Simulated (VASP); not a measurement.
Crystal: CuAu.

```
Cu Au
1.0
     2.81075    0.00000    0.00000
     0.00000    2.81075    0.00000
     0.00000    0.00000    3.68500
Cu Au
1 1
Direct
  0.50000 0.50000 0.50000
  0.00000 0.00000 0.00000
```

| Quantity | Value |
| --- | --- |
| Program | VASP 6.6.1 |
| Task | relaxation of cell and atoms |
| Functional | PBEsol |
| Potentials or basis | VASP PAW PBE potentials, release 64 (Cu, Au) |
| Cutoff | 600 eV |
| k mesh | 9 × 9 × 7 |
| Occupations | fermi-dirac, width 0.1 eV |
| Spin | no spin polarisation |

At the start: pressure -3.7 GPa; volume 14.56 Å³/atom.

Problem. Where does the relaxation end?

Solution. Over 3 steps the energy falls by 4.1 meV/atom and the volume is 14.22 Å³/atom (-2.3 %); space group P4/mmm (No. 123, to 0.1 Å) before and after.

The path:
```
step  energy change (eV)  largest force (eV/Å)  pressure (GPa)  volume (Å³)
   1              0.0000                0.0000           -3.75        29.11
   2              0.0027                0.0000            4.83        27.70
   3             -0.0081                0.0000           -0.07        28.44
```

Final structure:
```
Cu Au
1.0
     2.78912    0.00000    0.00000
     0.00000    2.78912    0.00000
     0.00000    0.00000    3.65636
Cu Au
1 1
Cartesian
  1.3946 1.3946 1.8282
  0.0000 0.0000 0.0000
```

Caveat: the PAW data sets were made with another functional, which shifts forces and pressure a little.
